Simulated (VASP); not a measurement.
Input of a VASP 6.6.1 run:

The input INCAR:

```
ALGO = Fast
EDIFF = 1E-6
ENCUT = 520
GGA = PS
ISIF = 2
ISMEAR = 0
LASPH = T
LCHARG = T
LELF = T
LREAL = F
LVHAR = T
LWAVE = F
NBANDS = 19
NELM = 80
PREC = Accurate
SIGMA = 0.1
```

File KPOINTS:

```
k-points
0
Gamma
  18 18 14
```

POSCAR

```
Ti
1.0
    2.0684795744      2.0684795744      0.0000000000
   -2.0684795744      2.0684795744      0.0000000000
    0.0000000000      0.0000000000      4.0071721950
Ti
2
Direct
    0.0000000000      0.0000000000      0.0000000000
    0.5000000000      0.5000000000      0.5000000000
```

Potentials or basis: VASP PAW PBE potentials, release 64 (Ti_sv).

Launch:

```sh
$ cat potpaw_PBE.64/Ti_sv/POTCAR > POTCAR
$ mpirun -np 1 vasp_std > vasp.out
```

Question: Predict the pressure.

Answer: -3.3 GPa.

Question: What does it give for the band gap on the k mesh?

Answer: Zero (bands 12 and 13 overlap by 1.34 eV).

Stress tensor (GPa, compression positive):
```
-3.67  0.00  0.00
 0.00 -3.67  0.00
 0.00  0.00 -2.56
```

Caveat: the cell differs from its parent crystal (biaxial strain in the a-b plane: +2.0 %); the cell stands under tension; the PAW data sets were made with another functional, which shifts forces and pressure a little.
